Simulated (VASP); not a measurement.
Runs of VASP 6.6.1 on Hf. The structure is that of space group Pm-3m (No. 221), or close to it. The cells are those of the table. 

```csv
task,cell,k mesh,cutoff (eV),gap on the mesh (eV),pressure (GPa),relaxed volume (Å³/atom)
single point,"a = 4.207 Å, 3 atoms",4 × 4 × 4,520,none,3.5,-
single point,"a = 4.279 Å, 3 atoms",4 × 4 × 4,520,none,-0.3,-
relaxation of cell and atoms,"relaxed from a = 4.207 Å, 3 atoms",4 × 4 × 4,600,none,0.0,(a)
relaxation of cell and atoms,"relaxed from a = 4.279 Å, 3 atoms",12 × 12 × 12,600,none,0.0,25.89
single point,"a = 4.272 Å, 3 atoms",12 × 12 × 12,520,none,-0.3,-
```

Alike in all rows: level PBE; potentials or basis VASP PAW PBE potentials, release 64 (Hf_pv); no spin polarisation; smearing gaussian 0.1 eV.

Fill in the values left out.

(a) 25.99.

Caveats: some runs use coarse meshes; spin-orbit coupling is left out, which moves the levels of the heavy elements.

A k mesh can miss the band edges, and the runs leave out spin-orbit coupling on Hf.

A gap of «none» marks levels without a gap at the run's occupations.
